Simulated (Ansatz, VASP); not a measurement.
C: VASP beside Ansatz

The input INCAR:

```
SYSTEM = C
PREC = Accurate ; ENCUT = 520
EDIFF = 1E-8 ; ISMEAR = -1
SIGMA = 0.05 ; LREAL = .FALSE.
LASPH = .TRUE. ; NELM = 100
ALGO = Normal ; ISIF = 2
LWAVE = .FALSE. ; LCHARG = .FALSE.
GGA = PE ; LEFG = .TRUE.
NBANDS = 11
```

The input KPOINTS:

```
regular mesh
0
G
  18 18 18
  0 0 0
```

The input POSCAR:

```
C
1.0
    0.0000000000      2.0631900000      3.3480000000
    1.1911600000      0.0000000000      3.3480000000
    1.1911600000      2.0631900000      0.0000000000
C
2
Direct
    0.1666700000      0.8333300000      0.1666700000
    0.8333300000      0.1666700000      0.8333300000
```

Input for Ansatz:

```yaml
crystal:
  lattice:
    - [0.0, 2.06319, 3.348]
    - [1.19116, 0.0, 3.348]
    - [1.19116, 2.06319, 0.0]
  atoms:
    - { symbol: C, position: [0.16667, 0.83333, 0.16667] }
    - { symbol: C, position: [0.83333, 0.16667, 0.83333] }
kpoints:
  mp_grid: { grid: [18, 18, 18] }
scf:
  occupations: { method: fermi_dirac, width: 0.05 }
hamiltonian:
  xc: pbe
  pseudopotentials: { kind: all_electron, datasets: crystal }
output:
  forces: true
  stress: true
  eigenvalues: true
  efg: { contact_densities: true }
```

Change from the starting cell: x and y stretched by -3 %, z held, crystal datasets.

Alike in both runs: task electric field gradients; functional PBE; k mesh 18 × 18 × 18; occupations fermi-dirac, width 0.05 eV; no spin polarisation.

```csv
,VASP,Ansatz
version,VASP 6.6.1,Ansatz 0.2.0
potentials or method,"VASP PAW PBE potentials, release 64 (C), cutoff 520 eV","all-electron PAW with datasets made for the crystal, scalar-relativistic"
```

|  | VASP | Ansatz | Ansatz less VASP |
| --- | --- | --- | --- |
| size of Vzz on the site where it differs most (V/Å²) | 36.2 | 30.5 | -5.72 |

Ansatz ran all-electron here, and VASP with PAW potentials.
